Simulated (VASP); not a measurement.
Wanted: the native input for a VASP 6.6.1 run.

```
Task                   : single point
Functional             : PBE
Potentials or basis    : VASP PAW PBE potentials, release 64 (Sn_d)
Cutoff                 : 520 eV
k mesh                 : 10 × 10 × 10
Occupations            : fermi-dirac, width 0.05 eV
Spin                   : no spin polarisation
Dipole correction      : no
Further INCAR settings : ALGO = Normal; EDIFF = 1e-06; NBANDS = 13
```

The structure of Sn lies in POSCAR:

```
Sn
1.0
   -2.0319933067      2.0319933067      1.6837941514
    2.0319933067     -2.0319933067      1.6837941514
    2.0319933067      2.0319933067     -1.6837941514
Sn
1
Direct
    0.0000000000      0.0000000000      0.0000000000
```

The input as run:

INCAR

```
PREC     = Accurate       # precision mode
ENCUT    = 520            # plane-wave cutoff, eV
EDIFF    = 1E-6           # SCF threshold, eV
ISMEAR   = -1             # smearing method
SIGMA    = 0.05           # smearing width, eV
LREAL    = False          # projectors in reciprocal space
LASPH    = True           # aspherical terms in the spheres
NELM     = 60             # most SCF steps
ALGO     = Normal         # electronic algorithm
ISIF     = 2              # what is computed and relaxed
LWAVE    = False          # write WAVECAR
LCHARG   = True           # write CHGCAR
GGA      = PE             # functional
LELF     = True           # ELF
LVHAR    = True         
NBANDS   = 13             # bands
```

KPOINTS

```
Automatic mesh
0
Gamma
  10 10 10
```

Potentials or basis: VASP PAW PBE potentials, release 64 (Sn_d).

The run is started by

```console
$ cat potpaw_PBE.64/Sn_d/POTCAR > POTCAR
$ mpirun -np 1 vasp_std > vasp.out
```

Results of the run:

The pressure is -0.1 GPa and the band gap on the k mesh is zero (band 7 reaches 14.55 eV, above the bottom of band 8 at 5.78 eV).

Caveat: spin-orbit coupling is left out, which moves the levels of the heavy elements.

Run time: 19 s on 1 thread of Intel(R) Xeon(R) Platinum 8559C (Emerald Rapids), with other jobs on the host, peak memory 0.17 GiB.
